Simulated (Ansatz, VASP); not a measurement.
# Li2S in VASP and in Ansatz

Contents of INCAR:

```
ALGO = Normal
EDIFF = 1E-6
ENCUT = 750
GGA = CA
GGA_COMPAT = False
ISIF = 2
ISMEAR = -1
LASPH = True
LCHARG = False
LREAL = False
LWAVE = False
NBANDS = 13
NELM = 120
PREC = Accurate
SIGMA = 0.02
```

The input KPOINTS:

```
k-points
0
Gamma
  7 7 7
```

The input POSCAR:

```
Li2S
1.0
    0.0000000000      2.8444547782      2.8444547782
    2.8444547782      0.0000000000      2.8444547782
    2.8444547782      2.8444547782      0.0000000000
Li S
2 1
Direct
    0.2500000000      0.2500000000      0.2500000000
    0.7500000000      0.7500000000      0.7500000000
    0.0000000000      0.0000000000      0.0000000000
```

Input for Ansatz:

```yaml
crystal:
  lattice:
    - [0.0, 2.8444547782, 2.8444547782]
    - [2.8444547782, 0.0, 2.8444547782]
    - [2.8444547782, 2.8444547782, 0.0]
  atoms:
    - { symbol: Li, position: [0.25, 0.25, 0.25] }
    - { symbol: Li, position: [0.75, 0.75, 0.75] }
    - { symbol: S, position: [0.0, 0.0, 0.0] }
kpoints:
  mp_grid: { grid: [7, 7, 7] }
  band_path:
    path:
      - [0.0, 0.0, 0.0]
      - [0.5, 0.0, 0.5]
      - [0.625, 0.25, 0.625]
      - [0.375, 0.375, 0.75]
      - [0.0, 0.0, 0.0]
      - [0.5, 0.5, 0.5]
      - [0.5, 0.25, 0.75]
      - [0.5, 0.0, 0.5]
    npoints: 5
scf:
  occupations: { method: fermi_dirac, width: 0.02 }
hamiltonian:
  xc: lda
  pseudopotentials: { kind: all_electron, lapw: { basis_error: 0.001 } }
output:
  forces: true
  stress: true
  eigenvalues: true
```

Change from the starting cell: volume scaled by 0.99.

Alike in both runs: task single point; functional LDA; k mesh 7 × 7 × 7; occupations fermi-dirac, width 0.02 eV; no spin polarisation.

|  | VASP | Ansatz |
| --- | --- | --- |
| version | VASP 6.6.1 | Ansatz 0.2.0 |
| potentials or method | VASP PAW LDA potentials, release 64 (Li_sv, S), cutoff 750 eV | all-electron LAPW, scalar-relativistic |

Ansatz gave:

- gap on the k mesh at the Fermi level (eV): 3.32
- pressure (GPa): -2.6

Problem. Estimate VASP's values.

Solution. gap on the k mesh at the Fermi level (eV): 3.32; pressure (GPa): -2.7.

LDA's correlation is that of Perdew and Zunger in VASP and of Perdew and Wang (1992) in Ansatz. Ansatz ran all-electron here, and VASP with PAW potentials.
